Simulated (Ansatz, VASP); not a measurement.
**BaS in VASP and in Ansatz**

```xyz
2
Lattice="-0.0080 3.2118 3.2118 3.2118 -0.0080 3.2118 3.2038 3.2038 0.0000" Properties=species:S:1:pos:R:3 pbc="T T T"
Ba    0.0000    0.0000    0.0000
S     3.2038    3.2038    3.2118
```

Change from the starting cell: shear_xy strain -0.5%.

Alike in both runs: task single point; functional PBE; k mesh 8 × 8 × 8; occupations fermi-dirac, width 0.02 eV; no spin polarisation.

|  | VASP | Ansatz |
| --- | --- | --- |
| version | VASP 6.6.1 | Ansatz 0.2.0 |
| potentials or method | VASP PAW PBE potentials, release 64 (Ba_sv, S) | plane waves, PAW |
| plane-wave cutoff (eV) | 520 | 420 |
| valence electrons in the cell | 16 | 16 |

|  | VASP | Ansatz | Ansatz less VASP |
| --- | --- | --- | --- |
| gap on the k mesh at the Fermi level (eV) | 2.13 | 2.22 | +0.095 |
| pressure (GPa) | 0.6 | 0.1 | -0.56 |
| traceless stress, the component that is largest in VASP (GPa) | 0.09 | 0.09 | 0.000 |

Spin-orbit coupling is off throughout.
